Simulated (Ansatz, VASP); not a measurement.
# Two plane-wave programs on GeF5

```
CELL_PARAMETERS angstrom
4.00573 0.00000 0.00000
-2.00287 3.46907 0.00000
0.00000 0.00000 5.89415
ATOMIC_POSITIONS crystal
Ge 0.00000 0.00000 0.00000
F 0.00000 0.50000 0.50000
F 0.33333 0.66667 0.00000
F 0.66667 0.33333 0.00000
F 0.50000 0.00000 0.50000
F 0.50000 0.50000 0.50000
```

Change from the starting cell: species swapped into the ErNi5 type (P6/mmm, No. 191).

Alike in both runs: functional PBE; k mesh 6 × 6 × 4; occupations gaussian, width 0.1 eV; no spin polarisation.

Ansatz relaxed the structure, and its values are those at the end. VASP's run is a single point on that final structure, the one shown.

```csv
,VASP,Ansatz
version,VASP 6.6.1,Ansatz 0.2.0
potentials or method,"VASP PAW PBE potentials, release 64 (Ge_d, F), cutoff 520 eV","scalar-relativistic, plane waves, PAW"
valence electrons in the cell,49,49
```

```csv
,VASP,Ansatz,Ansatz less VASP
gap on the k mesh at the Fermi level (eV),none,none,-
pressure (GPa),-0.3,0.1,+0.35
```

A gap of «none» marks a metal or a gap that the smearing closes.
